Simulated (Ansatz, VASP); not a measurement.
# One calculation of Na2F, two programs

```
CELL_PARAMETERS angstrom
3.35207 0.00000 0.00000
-1.67603 2.90298 0.00000
0.00000 0.00000 5.83884
ATOMIC_POSITIONS crystal
Na 0.66667 0.33333 0.23284
Na 0.33333 0.66667 0.76716
F 0.00000 0.00000 0.00000
```

Alike in both runs: functional PBE; dispersion D3(BJ); k mesh 18 × 18 × 8; occupations gaussian, width 0.1 eV; no spin polarisation.

Ansatz relaxed the structure, and its values are those at the end. VASP's run is a single point on that final structure, the one shown.

```csv
,VASP,Ansatz
version,VASP 6.6.1,Ansatz 0.2.0
potentials or method,"VASP PAW PBE potentials, release 64 (Na_pv, F), cutoff 520 eV","scalar-relativistic, plane waves, PAW"
valence electrons in the cell,21,25
```

```csv
,VASP,Ansatz,Ansatz less VASP
gap on the k mesh at the Fermi level (eV),none,none,-
pressure (GPa),0.0,0.0,+0.06
```

A gap of «none» marks a metal or a gap that the smearing closes. VASP's potentials hold 21 valence electrons a cell and Ansatz's 25, so a difference there can come from the potentials and not from the codes.
